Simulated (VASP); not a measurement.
Input of a VASP 6.6.1 run:

The input INCAR:

```
SYSTEM = Si
ALGO = Normal ; EDIFF = 1E-7
ENCUT = 520 ; GGA = PS
ISIF = 2 ; ISMEAR = 0
LASPH = .TRUE. ; LCHARG = .FALSE.
LREAL = Auto ; LWAVE = .FALSE.
NBANDS = 43 ; NELECT = 62.0
NELM = 80 ; PREC = Accurate
SIGMA = 0.02
```

Contents of KPOINTS:

```
k-points
0
G
  3 3 3
  0 0 0
```

POSCAR

```
Si
1.0
    0.0000000000      5.4338342048     -5.4338342048
    5.4338342048      5.4338342048      0.0000000000
    5.4338342048      0.0000000000     -5.4338342048
Si
15
Direct
    0.1614846841      0.0155461129      0.1614845001
    0.1355448974      0.6309081895      0.1355448974
    0.6217734794      0.1278811561      0.1285718286
    0.5980020511      0.6309080974      0.1355449895
    0.1285718286      0.1278811561      0.6217734794
    0.1355448974      0.6309080054      0.5980021432
    0.6217734794      0.1278811561      0.6217734794
    0.6223240115      0.6330278714      0.6223240115
    0.2420840332      0.2437863303      0.2420840332
    0.7548514263      0.7487491054      0.2415479476
    0.7720456388      0.2437864223      0.2420839412
    0.2415478556      0.7487491975      0.7548513343
    0.2420839412      0.2437866063      0.7720456388
    0.7548516104      0.7487491054      0.7548514263
    0.7487662204      0.2537014285      0.7487662204
```

Potentials or basis: VASP PAW PBE potentials, release 64 (Si).

Command:

```bash
$ cat potpaw_PBE.64/Si/POTCAR > POTCAR
$ mpirun -np 1 vasp_std > vasp.out
```

(1) Estimate the largest force.

Results:

(1) 0.437 eV/Å.

Caveat: the cell carries a net charge on a neutralising background, which shifts energy and pressure; the PAW data sets were made with another functional, which shifts forces and pressure a little.
